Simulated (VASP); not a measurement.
# Al4CoNi3 (P4/mmm) in VASP: relaxation of cell and atoms with PBE

Aim: the relaxation of cell and atoms of Al4CoNi3 with PBE.

All numbers are computed with VASP 6.6.1; they aren't measurements. Logs are shortened: lines on timing, memory, paths and dates and some standing lists are left out, and cuts for length are marked.

## 1. The cell of the first run

The structure is tetragonal, space group P4/mmm (No. 123). The conventional cell has a = 5.908 Å, b = 5.908 Å, c = 2.954 Å, α = 90.00°, β = 90.00°, γ = 90.00°. Within 3.4 Å of Al (site symmetry m2m) lie 6 Ni at 2.56 Å and 2 Co at 2.56 Å and 6 Al at 2.95 Å. Co (site symmetry 4/mmm) has 8 Al at 2.56 Å and 4 Ni at 2.95 Å and 2 Co at 2.95 Å within 3.4 Å. Within 3.4 Å of Ni (site symmetry 4/mmm) lie 8 Al at 2.56 Å and 6 Ni at 2.95 Å. Within 3.4 Å of Ni (site symmetry mmm) lie 8 Al at 2.56 Å and 2 Co at 2.95 Å and 4 Ni at 2.95 Å.

## 2. Relaxation of cell and atoms, PBE, collinear spin, ferromagnetic start

Input file INCAR:

```
SYSTEM = Al4CoNi3
ALGO     = Normal         ! electronic algorithm
EDIFF    = 1E-6           ! SCF threshold, eV
EDIFFG   = -0.04          ! ionic threshold
ENCUT    = 600            ! plane-wave cutoff, eV
GGA      = PE             ! functional
IBRION   = 2              ! ionic algorithm
ISIF     = 3              ! what is computed and relaxed
ISMEAR   = 0              ! smearing method
ISPIN    = 2              ! spin polarisation
LASPH    = .TRUE.         ! aspherical terms in the spheres
LCHARG   = .FALSE.        ! write CHGCAR
LMAXMIX  = 4              ! l up to which the mixer works
LORBIT   = 11             ! projections on sites
LREAL    = .FALSE.        ! projectors in reciprocal space
LWAVE    = .FALSE.        ! write WAVECAR
MAGMOM   = 0 0 0 0 3 2 2 2 ! initial moments
NELM     = 150            ! most SCF steps
NSW      = 90             ! ionic steps
PREC     = Accurate       ! precision mode
SIGMA    = 0.1            ! smearing width, eV
```

Input file KPOINTS:

```
k-points
0
G
  4 4 6
  0 0 0
```

Input file POSCAR:

```
Al4CoNi3
1.0
    5.9076202700      0.0000000000      0.0000000000
    0.0000000000      5.9076202700      0.0000000000
    0.0000000000      0.0000000000      2.9538101400
Al Co Ni
4 1 3
Direct
    0.7500000000      0.7500000000      0.0000000000
    0.7500000000      0.2500000000      0.0000000000
    0.2500000000      0.7500000000      0.0000000000
    0.2500000000      0.2500000000      0.0000000000
    0.5000000000      0.5000000000      0.5000000000
    0.0000000000      0.0000000000      0.5000000000
    0.0000000000      0.5000000000      0.5000000000
    0.5000000000      0.0000000000      0.5000000000
```

Potentials or basis: VASP PAW PBE potentials, release 64 (Al, Co, Ni).

On the command line:

```console
cat potpaw_PBE.64/Al/POTCAR potpaw_PBE.64/Co/POTCAR potpaw_PBE.64/Ni/POTCAR > POTCAR
mpirun -np 1 vasp_std > vasp.out
```

OUTCAR:

```text
SYSTEM = Al4CoNi3
   EDIFF = 1E-6
   EDIFFG = -0.04
   ENCUT = 600
   GGA = PE
   IBRION = 2
   ISIF = 3
   ISMEAR = 0
   ISPIN = 2
   LASPH = .TRUE.
   LORBIT = 11
   LREAL = .FALSE.
   NELM = 150
   NSW = 90
   PREC = Accurate

 ion  position               nearest neighbor table
   1  0.750  0.750  0.000-   5 2.56   6 2.56   7 2.56   8 2.56   5 2.56   6 2.56   7 2.56   8 2.56
                             2 2.95   3 2.95   2 2.95   3 2.95
   2  0.750  0.250  0.000-   5 2.56   6 2.56   7 2.56   8 2.56   5 2.56   6 2.56   7 2.56   8 2.56
                             1 2.95   4 2.95   1 2.95   4 2.95
   3  0.250  0.750  0.000-   5 2.56   6 2.56   7 2.56   8 2.56   5 2.56   6 2.56   7 2.56   8 2.56
                             1 2.95   4 2.95   4 2.95   1 2.95
   4  0.250  0.250  0.000-   5 2.56   6 2.56   7 2.56   8 2.56   5 2.56   6 2.56   7 2.56   8 2.56
                             2 2.95   3 2.95   3 2.95   2 2.95
   5  0.500  0.500  0.500-   1 2.56   2 2.56   3 2.56   4 2.56   1 2.56   2 2.56   3 2.56   4 2.56
                             7 2.95   8 2.95   8 2.95   7 2.95
   6  0.000  0.000  0.500-   1 2.56   2 2.56   3 2.56   4 2.56   1 2.56   2 2.56   3 2.56   4 2.56
                             7 2.95   8 2.95   7 2.95   8 2.95
   7  0.000  0.500  0.500-   1 2.56   2 2.56   3 2.56   4 2.56   1 2.56   2 2.56   3 2.56   4 2.56
                             5 2.95   6 2.95   6 2.95   5 2.95
   8  0.500  0.000  0.500-   1 2.56   2 2.56   3 2.56   4 2.56   1 2.56   2 2.56   3 2.56   4 2.56
                             5 2.95   6 2.95   5 2.95   6 2.95

  LATTYP: Found a simple tetragonal cell.
 ALAT       =     5.9076202700
 C/A-ratio  =     0.5000000008

  Lattice vectors:

 A1 = (   5.9076202700,   0.0000000000,   0.0000000000)
 A2 = (   0.0000000000,   5.9076202700,   0.0000000000)
 A3 = (   0.0000000000,   0.0000000000,   2.9538101400)

Analysis of symmetry for initial positions (statically):
=====================================================================
 Subroutine PRICEL returns:
 Original cell was already a primitive cell.

 Routine SETGRP: Setting up the symmetry group for a
 simple tetragonal supercell.

 Subroutine GETGRP returns: Found 16 space group operations
 (whereof 16 operations were pure point group operations)
 out of a pool of 16 trial point group operations.

The static configuration has the point symmetry D_4h.

Analysis of symmetry for dynamics (positions and initial velocities):
=====================================================================
 Subroutine PRICEL returns:
 Original cell was already a primitive cell.

 Routine SETGRP: Setting up the symmetry group for a
 simple tetragonal supercell.

 Subroutine GETGRP returns: Found 16 space group operations
 (whereof 16 operations were pure point group operations)
 out of a pool of 16 trial point group operations.

The dynamic configuration has the point symmetry D_4h.
[... 138 lines left out ...]
   EFERMI =   0.00;   METHOD = LEGACY
   ISMEAR =     0;   SIGMA  =   0.10  broadening in eV -4-tet -1-fermi 0-gaus
   EFERMI_NEDOS =   21; number of points for ismear=-14 and -15
   IALGO  =     38    algorithm
   IMIX   =      4    mixing-type and parameters
     AMIX     =   0.40;   BMIX     =  1.00
     AMIX_MAG =   1.60;   BMIX_MAG =  1.00
  volume/ion in A,a.u.               =      12.89        86.96
  Fermi-wavevector in a.u.,A,eV,Ry     =   1.294779  2.446778 22.809523  1.676453
  Thomas-Fermi vector in A             =   2.426340
   LORBIT       =     11    0 simple, 1 ext, 2 COOP (PROOUT), +10 PAW based schemes
   GGA     = PE    functional components
   LHFCALC =     F    Hartree Fock is set to
   AEXX    =    0.0000 exact exchange contribution
   IVDW    =     0    specifies the selected vdW correction
   LEPSILON=     F    determine dielectric tensor
   LRPA    =     F    only Hartree local field effects (RPA)
 conjugate gradient relaxation of ions
 spin polarized calculation
 Gauss-broadening in eV      SIGMA  =   0.10
  energy-cutoff  :      600.00
  volume of cell :      103.09
 maximum number of plane-waves:      3508
 NGX is ok and might be reduce to    48
   NGX = 23   NGY = 23   NGZ = 11

--------------------------------------- Ionic step        1  -------------------------------------------

 number of electron      50.9999973 magnetization       0.9492378

 Free energy of the ion-electron system (eV)
  ---------------------------------------------------
  ext. energy  EPLUGINS =         0.00000000
  ---------------------------------------------------
  free energy    TOTEN  =       -43.27510693 eV

  energy without entropy =      -43.25258803  energy(sigma->0) =      -43.26384748

 E-fermi :   9.1275     XC(G=0): -11.7092

 val. band max:        9.1265775912   @ k =   0.5000   0.0000   0.5000
 cond. band min:       9.1287780782   @ k =   0.0000   0.0000   0.3333
 fundamental gap:      0.0022004870
 Fermi energy:         9.1274600567

 spin component 1

 k-point     1 :       0.0000    0.0000    0.0000
  band No.  band energies     occupation
      1      -1.4429      1.00000
      2       2.5189      1.00000
      3       2.5189      1.00000
      4       2.7246      1.00000
      5       2.8476      1.00000
      6       4.1384      1.00000
[... 2025 lines left out ...]
--------------------------------------- Ionic step        6  -------------------------------------------

 number of electron      51.0000033 magnetization       0.6798597

 Free energy of the ion-electron system (eV)
  ---------------------------------------------------
  ext. energy  EPLUGINS =         0.00000000
  ---------------------------------------------------
  free energy    TOTEN  =       -43.50895518 eV

  energy without entropy =      -43.48740043  energy(sigma->0) =      -43.49817780

 E-fermi :  10.0171     XC(G=0): -12.0374

 val. band max:        9.9882650310   @ k =   0.5000   0.0000   0.1667
 cond. band min:      10.0255604348   @ k =   0.2500   0.2500   0.1667
 fundamental gap:      0.0372954039
 Fermi energy:        10.0171286094

 spin component 1

 k-point     1 :       0.0000    0.0000    0.0000
  band No.  band energies     occupation
      1      -1.0445      1.00000
      2       3.0709      1.00000
      3       3.0709      1.00000
      4       3.2045      1.00000
      5       3.3513      1.00000
      6       4.6589      1.00000
[... 1851 lines left out ...]
  FREE ENERGIE OF THE ION-ELECTRON SYSTEM (eV)
  ---------------------------------------------------
  free  energy   TOTEN  =       -43.5089551764 eV

  energy  without entropy=      -43.4874004336  energy(sigma->0) =      -43.49817780

 reached required accuracy - stopping structural energy minimisation

 total charge

# of ion       s       p       d       tot
------------------------------------------
    1        0.385   0.412   0.000   0.798
    2        0.385   0.412   0.000   0.798
    3        0.385   0.412   0.000   0.798
    4        0.385   0.412   0.000   0.798
    5        0.435   0.486   7.494   8.415
    6        0.468   0.497   8.463   9.428
    7        0.473   0.512   8.465   9.450
    8        0.473   0.512   8.465   9.450
--------------------------------------------------
tot          3.390   3.658  32.886  39.934

 magnetization (x)

# of ion       s       p       d       tot
------------------------------------------
    1       -0.001   0.000   0.000  -0.000
    2       -0.001   0.000   0.000  -0.000
    3       -0.001   0.000   0.000  -0.000
    4       -0.001   0.000   0.000  -0.000
    5        0.006  -0.001   0.550   0.555
    6        0.002   0.003   0.024   0.029
    7        0.004   0.000   0.057   0.060
    8        0.004   0.000   0.057   0.060
--------------------------------------------------
tot          0.013   0.004   0.687   0.703
```

CONTCAR:

```text
Al4CoNi3
   1.00000000000000
     5.8106748829702477   -0.0000000000000000    0.0000000000000000
     0.0000000000000000    5.8106748829702477   -0.0000000000000000
    -0.0000000000000000   -0.0000000000000000    2.8480234940273674
  Al              Co              Ni
     4     1     3
Direct
     0.7477653902878598    0.7477653902878598    0.0000000000000000
     0.7477653902878598    0.2522346097121402    0.0000000000000000
     0.2522346097121402    0.7477653902878598    1.0000000000000000
     0.2522346097121402    0.2522346097121402    1.0000000000000000
     0.5000000000000000    0.5000000000000000    0.5000000000000000
     0.0000000000000000    0.0000000000000000    0.5000000000000000
     0.0000000000000000    0.5000000000000000    0.5000000000000000
     0.5000000000000000    0.0000000000000000    0.5000000000000000

  0.00000000E+00  0.00000000E+00  0.00000000E+00
  0.00000000E+00  0.00000000E+00  0.00000000E+00
  0.00000000E+00  0.00000000E+00  0.00000000E+00
  0.00000000E+00  0.00000000E+00  0.00000000E+00
  0.00000000E+00  0.00000000E+00  0.00000000E+00
  0.00000000E+00  0.00000000E+00  0.00000000E+00
  0.00000000E+00  0.00000000E+00  0.00000000E+00
  0.00000000E+00  0.00000000E+00  0.00000000E+00
```

It took 20 min on 1 thread of Oxide Virtual Turin-like, shared host; peak memory 0.35 GiB.

What came out:

```yaml
Free_energy: -43.5090 eV
Relaxed_volume: 12.02 Å³/atom
Relaxed_cell: a = 5.811 Å, b = 5.811 Å, c = 2.848 Å, α = 90.00°, β = 90.00°, γ = 90.00°
Space_group_after_relaxing_to_0.1_Å: P4/mmm (No. 123)
Energy_gained_by_relaxing: 29.2 meV/atom
Ionic_steps: 6
Pressure_after_relaxing: 0.0 GPa
Largest_force_after_relaxing: 0.040 eV/Å
Net_moment: 0.68 μB per cell
Site_moments: Al -0.00; Co +0.56; Ni +0.03, +0.06 (each value once) μB
Valence_electrons_inside_the_program's_atomic_spheres: Al 0.80; Co 8.41; Ni 9.43, 9.45 (each value once)
```

Forces on the atoms (eV/Å):
```
Al   0.028  0.028  0.000
Al   0.028 -0.028  0.000
Al  -0.028  0.028  0.000
Al  -0.028 -0.028  0.000
Co   0.000  0.000  0.000
Ni   0.000  0.000  0.000
Ni   0.000  0.000  0.000
Ni   0.000  0.000  0.000
```

Step by step:
```
step  energy change (eV)  largest force (eV/Å)  pressure (GPa)  volume (Å³)
   1              0.0000                0.1711           -9.54       103.09
   2             -0.1331                0.0715            7.71        92.06
   3             -0.2254                0.1163            0.09        96.10
   4             -0.2295                0.0508            0.06        96.10
   5             -0.2325                0.0688            0.05        96.09
   6             -0.2338                0.0398           -0.02        96.16
```

Final structure:
```
CELL_PARAMETERS angstrom
5.81067 0.00000 0.00000
0.00000 5.81067 0.00000
0.00000 0.00000 2.84802
ATOMIC_POSITIONS crystal
Al 0.74777 0.74777 0.00000
Al 0.74777 0.25223 0.00000
Al 0.25223 0.74777 0.00000
Al 0.25223 0.25223 0.00000
Co 0.50000 0.50000 0.50000
Ni 0.00000 0.00000 0.50000
Ni 0.00000 0.50000 0.50000
Ni 0.50000 0.00000 0.50000
```
